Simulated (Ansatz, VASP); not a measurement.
## Al2O3 in VASP and in Ansatz

```
CELL_PARAMETERS angstrom
2.34425 1.35345 4.15576
-2.34425 1.35345 4.15576
0.00000 -2.70690 4.15576
ATOMIC_POSITIONS crystal
Al 0.85215 0.85215 0.85215
Al 0.64785 0.64785 0.64785
Al 0.14785 0.14785 0.14785
Al 0.35215 0.35215 0.35215
O 0.05618 0.44382 0.75000
O 0.75000 0.05618 0.44382
O 0.44382 0.75000 0.05618
O 0.94382 0.55618 0.25000
O 0.25000 0.94382 0.55618
O 0.55618 0.25000 0.94382
```

Change from the starting cell: strain -0.025 along x and y, -0.050 along z, atoms carried along.

Alike in both runs: task single point; functional PBE; k mesh 6 × 6 × 6; occupations gaussian, width 0.05 eV; no spin polarisation.

```csv
,VASP,Ansatz
version,VASP 6.6.1,Ansatz 0.2.0
potentials or method,"VASP PAW PBE potentials, release 64 (Al, O), cutoff 520 eV","scalar-relativistic, plane waves, PAW"
valence electrons in the cell,48,48
```

VASP gave:

```
gap on the k mesh at the Fermi level (eV)                     : 6.91
least direct gap on the mesh (eV)                             : 6.91
pressure (GPa)                                                : 28.5
traceless stress, the component that is largest in VASP (GPa) : 6.37
rms of the force components (eV/Å)                            : 0.085
```

Question: What did Ansatz give for the same quantities?

Answer: gap on the k mesh at the Fermi level (eV): 6.91; least direct gap on the mesh (eV): 6.91; pressure (GPa): 28.5; traceless stress, the component that is largest in VASP (GPa): 6.39; rms of the force components (eV/Å): 0.084.

Atom by atom the forces differ by 0.002 eV/Å (rms over components). Both programs put the cell under a high pressure, so it lies far from rest at this level. With one functional, cell and mesh, what is left measures potentials, basis and numerics.
